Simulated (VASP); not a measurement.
# HfO2 (Pnma) in VASP: settings compared

Aim: see how the results for HfO2 move with the level of theory and the settings. Levels: PBE+U, PBEsol, LDA, RPBE+D4. Tasks: single point, relaxation of cell and atoms.

Program: VASP 6.6.1. These are calculated values, not measurements. Logs are shortened: lines on timing, memory, paths and dates and some standing lists are left out, and cuts for length are marked.

## (1) The cell of the first run

The structure is orthorhombic, space group Pnma (No. 62). Conventional cell: a = 5.614 Å, b = 3.438 Å, c = 6.688 Å, α = 90.00°, β = 90.00°, γ = 90.00°. Within 2.8 Å of Hf (site symmetry m) lie 9 O at 2.13 to 2.77 Å. O (site symmetry m) has 4 Hf at 2.20 to 2.22 Å and 8 O at 2.57 to 2.97 Å within 3.0 Å. O (site symmetry m) has 5 Hf at 2.13 to 2.77 Å and 7 O at 2.59 to 2.67 Å within 2.8 Å.

## (2) Single point, PBE+U

Input file INCAR:

```
SYSTEM = HfO2
PREC = Accurate ; ENCUT = 520
EDIFF = 1E-7 ; ISMEAR = -1
SIGMA = 0.05 ; LREAL = .False.
LASPH = .True. ; NELM = 150
ALGO = Normal ; ISIF = 2
LWAVE = .False. ; LCHARG = .False.
LMAXMIX = 4 ; LDAU = .True.
LDAUTYPE = 2 ; LDAUL = 2 -1
LDAUU = 6 0 ; LDAUJ = 0 0
LDAUPRINT = 1 ; GGA = PE
NBANDS = 56
```

Input file KPOINTS:

```
regular mesh
0
Gamma
  4 6 3
  0 0 0
```

Input file POSCAR:

```
HfO2
1.0
    5.6137692302      0.0000000000      0.0000000000
    0.0000000000      3.4375387267      0.0000000000
    0.0000000000      0.0000000000      6.6883546168
Hf O
4 8
Direct
    0.7552993993      0.7500000000      0.5970199758
    0.2447006007      0.2500000000      0.4029800242
    0.2552993993      0.7500000000      0.9029800242
    0.7447006007      0.2500000000      0.0970199758
    0.6372148312      0.2500000000      0.4162062796
    0.3627851688      0.7500000000      0.5837937204
    0.1372148312      0.2500000000      0.0837937204
    0.8627851688      0.7500000000      0.9162062796
    0.5082731621      0.2500000000      0.8471167756
    0.4917268379      0.7500000000      0.1528832244
    0.0082731621      0.2500000000      0.6528832244
    0.9917268379      0.7500000000      0.3471167756
```

Potentials or basis: VASP PAW PBE potentials, release 64 (Hf_pv, O).

Run with:

```sh
> cat potpaw_PBE.64/Hf_pv/POTCAR potpaw_PBE.64/O/POTCAR > POTCAR
> mpirun -np 1 vasp_std > vasp.out
```

OUTCAR:

```text
SYSTEM = HfO2
   PREC = Accurate
   ENCUT = 520
   EDIFF = 1E-7
   ISMEAR = -1
   LREAL = .False.
   LASPH = .True.
   NELM = 150
   ISIF = 2
   GGA = PE

 ion  position               nearest neighbor table
   1  0.755  0.750  0.597-  12 2.13   5 2.20   5 2.20   6 2.21   8 2.22  11 2.26  11 2.26   9 2.77
                             9 2.77   3 3.47   3 3.47   2 3.49   2 3.49   2 3.59   2 3.59   4 3.76
   2  0.245  0.250  0.403-  11 2.13   6 2.20   6 2.20   5 2.21   7 2.22  12 2.26  12 2.26  10 2.77
                            10 2.77   4 3.47   4 3.47   1 3.49   1 3.49   1 3.59   1 3.59   3 3.76
   3  0.255  0.750  0.903-  10 2.13   7 2.20   7 2.20   8 2.21   6 2.22   9 2.26   9 2.26  11 2.77
                            11 2.77   1 3.47   1 3.47   4 3.49   4 3.49   4 3.59   4 3.59   2 3.76
   4  0.745  0.250  0.097-   9 2.13   8 2.20   8 2.20   7 2.21   5 2.22  10 2.26  10 2.26  12 2.77
                            12 2.77   2 3.47   2 3.47   3 3.49   3 3.49   3 3.59   3 3.59   1 3.76
   5  0.637  0.250  0.416-   1 2.20   1 2.20   2 2.21   4 2.22
   6  0.363  0.750  0.584-   2 2.20   2 2.20   1 2.21   3 2.22
   7  0.137  0.250  0.084-   3 2.20   3 2.20   4 2.21   2 2.22
   8  0.863  0.750  0.916-   4 2.20   4 2.20   3 2.21   1 2.22
   9  0.508  0.250  0.847-   4 2.13   3 2.26   3 2.26   1 2.77   1 2.77
  10  0.492  0.750  0.153-   3 2.13   4 2.26   4 2.26   2 2.77   2 2.77
  11  0.008  0.250  0.653-   2 2.13   1 2.26   1 2.26   3 2.77   3 2.77
  12  0.992  0.750  0.347-   1 2.13   2 2.26   2 2.26   4 2.77   4 2.77

  LATTYP: Found a simple orthorhombic cell.
 ALAT       =     3.4375387267
 B/A-ratio  =     1.6330781052
 C/A-ratio  =     1.9456812413

  Lattice vectors:

 A1 = (   0.0000000000,  -3.4375387267,   0.0000000000)
 A2 = (   5.6137692302,   0.0000000000,   0.0000000000)
 A3 = (   0.0000000000,   0.0000000000,   6.6883546168)

Analysis of symmetry for initial positions (statically):
=====================================================================
 Subroutine PRICEL returns:
 Original cell was already a primitive cell.

 Routine SETGRP: Setting up the symmetry group for a
 simple orthorhombic supercell.

 Subroutine GETGRP returns: Found  8 space group operations
 (whereof  2 operations were pure point group operations)
 out of a pool of  8 trial point group operations.
[... 302 lines left out ...]
  o =  0.0823  v =  0.0000  0.0000  0.0000  0.0000  0.0000  0.0000 -0.0000  0.3012 -0.7033  0.6439      0.0000  0.0000  0.0000  0.0000  0.0000  0.0000  0.0000  0.0000  0.0000  0.0000
  o =  0.1248  v =  0.0000 -0.0000 -0.8841  0.0471  0.4650  0.0000  0.0000  0.0000  0.0000  0.0000      0.0000  0.0000  0.0000  0.0000  0.0000  0.0000  0.0000  0.0000  0.0000  0.0000
  o =  0.1248  v =  0.0000  0.0000  0.0000  0.0000  0.0000  0.0000 -0.0000 -0.8841  0.0471  0.4650      0.0000  0.0000  0.0000  0.0000  0.0000  0.0000  0.0000  0.0000  0.0000  0.0000
  o =  0.1484  v = -0.7542  0.6566 -0.0000  0.0000  0.0000  0.0000  0.0000  0.0000  0.0000  0.0000      0.0000  0.0000  0.0000  0.0000  0.0000  0.0000  0.0000  0.0000  0.0000  0.0000
  o =  0.1484  v =  0.0000  0.0000  0.0000  0.0000  0.0000 -0.7542  0.6566 -0.0000  0.0000  0.0000      0.0000  0.0000  0.0000  0.0000  0.0000  0.0000  0.0000  0.0000  0.0000  0.0000
  o =  0.1506  v =  0.0000  0.0000 -0.3573 -0.7093 -0.6076  0.0000  0.0000  0.0000  0.0000  0.0000      0.0000  0.0000  0.0000  0.0000  0.0000  0.0000  0.0000  0.0000  0.0000  0.0000
  o =  0.1506  v =  0.0000  0.0000  0.0000  0.0000  0.0000  0.0000  0.0000 -0.3573 -0.7093 -0.6076      0.0000  0.0000  0.0000  0.0000  0.0000  0.0000  0.0000  0.0000  0.0000  0.0000

 number of electron      88.0000027 magnetization

 Free energy of the ion-electron system (eV)
  ---------------------------------------------------
  ext. energy  EPLUGINS =         0.00000000
  ---------------------------------------------------
  free energy    TOTEN  =      -106.87519991 eV

  energy without entropy =     -106.87519991  energy(sigma->0) =     -106.87519991

 E-fermi :   5.6339     XC(G=0): -12.0615

 val. band max:        4.5890688768   @ k =   0.0000   0.0000   0.0000
 cond. band min:       8.9076320762   @ k =   0.0000   0.0000   0.0000
 fundamental gap:      4.3185631994
 Fermi energy:         5.6339376795

 k-point     1 :       0.0000    0.0000    0.0000
  band No.  band energies     occupation
      1     -26.5292      2.00000
      2     -26.4327      2.00000
      3     -26.3918      2.00000
      4     -26.3817      2.00000
      5     -26.2450      2.00000
      6     -26.2415      2.00000
[... 1405 lines left out ...]
     55      12.3925      0.00000
     56      12.3925      0.00000

------------------------ aborting loop because EDIFF is reached ----------------------------------------

  FORCE on cell =-STRESS in cart. coord.  units (eV):
  Direction    XX          YY          ZZ          XY          YZ          ZX
  --------------------------------------------------------------------------------------
  -------------------------------------------------------------------------------------
  Total        4.5609172      2.8277355      3.8448683      0.0000000      0.0000000      0.0000000
  in kB       56.6162797     35.1016816     47.7277111      0.0000000      0.0000000      0.0000000
  external PRESSURE =      46.4818908 kB  Pullay stress =       0.0000000 kB

 VOLUME and BASIS-vectors are now :
 -----------------------------------------------------------------------------
  energy-cutoff  :      520.00
  volume of cell :      129.07
      direct lattice vectors                 reciprocal lattice vectors
     5.613769230  0.000000000  0.000000000     0.178133436  0.000000000  0.000000000
     0.000000000  3.437538727  0.000000000     0.000000000  0.290905814  0.000000000
     0.000000000  0.000000000  6.688354617     0.000000000  0.000000000  0.149513603

 POSITION                                       TOTAL-FORCE (eV/Angst)
 -----------------------------------------------------------------------------------
      4.24008      2.57815      3.99308        -0.193766      0.000000      0.357779
      1.37369      0.85938      2.69527         0.193766     -0.000000     -0.357779
      1.43319      2.57815      6.03945        -0.193766      0.000000     -0.357779
      4.18058      0.85938      0.64890         0.193766     -0.000000      0.357779
      3.57718      0.85938      2.78374         0.063145      0.000000      0.000341
      2.03659      2.57815      3.90462        -0.063145     -0.000000     -0.000341
      0.77029      0.85938      0.56044         0.063145     -0.000000     -0.000341
      4.84348      2.57815      6.12791        -0.063145      0.000000      0.000341
      2.85333      0.85938      5.66582        -0.007804      0.000000     -0.459315
      2.76044      2.57815      1.02254         0.007804      0.000000      0.459315
      0.04644      0.85938      4.36671        -0.007804     -0.000000      0.459315
      5.56733      2.57815      2.32164         0.007804      0.000000     -0.459315
 -----------------------------------------------------------------------------------
    total drift:                               -0.000000     -0.000000      0.000000

  FREE ENERGIE OF THE ION-ELECTRON SYSTEM (eV)
  ---------------------------------------------------
  free  energy   TOTEN  =      -106.8751999100 eV

  energy  without entropy=     -106.8751999100  energy(sigma->0) =     -106.87519991
```

OSZICAR:

```text
N       E                     dE             d eps       ncg     rms          rms(c)
DAV:   1     0.563296549985E+03    0.56330E+03   -0.50203E+04  2688   0.158E+03
DAV:   2    -0.101602797976E+03   -0.66490E+03   -0.64511E+03  3432   0.405E+02
DAV:   3    -0.133014523587E+03   -0.31412E+02   -0.31324E+02  3248   0.807E+01
DAV:   4    -0.133331115135E+03   -0.31659E+00   -0.31622E+00  3392   0.901E+00
DAV:   5    -0.133334976066E+03   -0.38609E-02   -0.38598E-02  3208   0.907E-01    0.880E+01
DAV:   6    -0.107570696787E+03    0.25764E+02   -0.11286E+02  3032   0.428E+01    0.795E+01
DAV:   7    -0.107110858474E+03    0.45984E+00   -0.73311E+00  3400   0.117E+01    0.600E+01
DAV:   8    -0.107047488666E+03    0.63370E-01   -0.22113E+00  2992   0.780E+00    0.268E+01
DAV:   9    -0.106877367913E+03    0.17012E+00   -0.84697E-01  3120   0.431E+00    0.510E+00
DAV:  10    -0.106874867615E+03    0.25003E-02   -0.29005E-02  3392   0.850E-01    0.673E-01
DAV:  11    -0.106875191558E+03   -0.32394E-03   -0.18072E-03  3344   0.210E-01    0.327E-01
DAV:  12    -0.106875179915E+03    0.11643E-04   -0.14969E-04  3408   0.537E-02    0.425E-02
DAV:  13    -0.106875200611E+03   -0.20696E-04   -0.39265E-05  3840   0.350E-02    0.204E-02
DAV:  14    -0.106875199211E+03    0.14004E-05   -0.93940E-06  3568   0.160E-02    0.174E-02
DAV:  15    -0.106875199647E+03   -0.43635E-06   -0.16001E-06  3440   0.616E-03    0.115E-02
DAV:  16    -0.106875199990E+03   -0.34280E-06   -0.11910E-07  1952   0.182E-03    0.431E-03
DAV:  17    -0.106875199910E+03    0.79950E-07   -0.72653E-08  1920   0.143E-03
   1 F= -.10687520E+03 E0= -.10687520E+03  d E =-.863028E-10
```

It took 7 min on 1 thread of AMD EPYC 7R13, shared host; peak memory 0.27 GiB.

Results:

| Item | Value |
| --- | --- |
| Free energy | -106.8752 eV |
| Pressure | 4.6 GPa |
| Largest force | 0.459 eV/Å |
| Band gap on the k mesh | 4.32 eV |

Forces in eV/Å, atoms in the order of the input:
```
Hf  -0.194  0.000  0.358
Hf   0.194  0.000 -0.358
Hf  -0.194  0.000 -0.358
Hf   0.194  0.000  0.358
O    0.063  0.000  0.000
O   -0.063  0.000  0.000
O    0.063  0.000  0.000
O   -0.063  0.000  0.000
O   -0.008  0.000 -0.459
O    0.008  0.000  0.459
O   -0.008  0.000  0.459
O    0.008  0.000 -0.459
```

Eigenvalues of the final occupation matrices:
```csv
site,spin,trace,eigenvalues
site 1 d,1,0.58,0.07 0.08 0.12 0.15 0.15
site 1 d,2,0.58,0.07 0.08 0.12 0.15 0.15
site 2 d,1,0.58,0.07 0.08 0.12 0.15 0.15
site 2 d,2,0.58,0.07 0.08 0.12 0.15 0.15
site 3 d,1,0.58,0.07 0.08 0.12 0.15 0.15
site 3 d,2,0.58,0.07 0.08 0.12 0.15 0.15
site 4 d,1,0.58,0.07 0.08 0.12 0.15 0.15
site 4 d,2,0.58,0.07 0.08 0.12 0.15 0.15
```

Caveat: the cell stands under pressure; spin-orbit coupling is left out, which moves the levels of the heavy elements.

(Continued in part 2 of 2.)
